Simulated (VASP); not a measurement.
## Na: molecular dynamics with PBE+D3(BJ)

Crystal: Na.

```
Na
1.0
     8.73309    0.00000    0.00000
     0.00000    8.73309    0.00000
     0.00000    0.00000    8.73309
Na
16
Direct
  0.00000 0.00000 0.00000
  0.50000 0.00000 0.00000
  0.00000 0.50000 0.00000
  0.00000 0.00000 0.50000
  0.25000 0.25000 0.25000
  0.50000 0.50000 0.00000
  0.50000 0.00000 0.50000
  0.75000 0.25000 0.25000
  0.00000 0.50000 0.50000
  0.25000 0.75000 0.25000
  0.25000 0.25000 0.75000
  0.50000 0.50000 0.50000
  0.75000 0.75000 0.25000
  0.75000 0.25000 0.75000
  0.25000 0.75000 0.75000
  0.75000 0.75000 0.75000
```

- Program: VASP 6.6.1
- Task: molecular dynamics
- Functional: PBE
- Dispersion: D3(BJ)
- Potentials or basis: VASP PAW PBE potentials, release 64 (Na_pv)
- Cutoff: 520 eV
- k mesh: 1 × 1 × 1
- Occupations: fermi-dirac, width 0.1 eV
- Spin: no spin polarisation
- Dipole correction: no
- Further INCAR settings: LREAL = Auto; ALGO = Normal; EDIFF = 1e-05; ISYM = 0; IBRION = 0; POTIM = 2.0; NSW = 40

The dispersion energy per atom is -0.136 eV.

It took 14 min on 1 thread of Intel(R) Xeon(R) 6975P-C (Granite Rapids), with other jobs on the host, peak memory 0.76 GiB.

Caveat: the k points lie up to 0.72 Å⁻¹ apart.
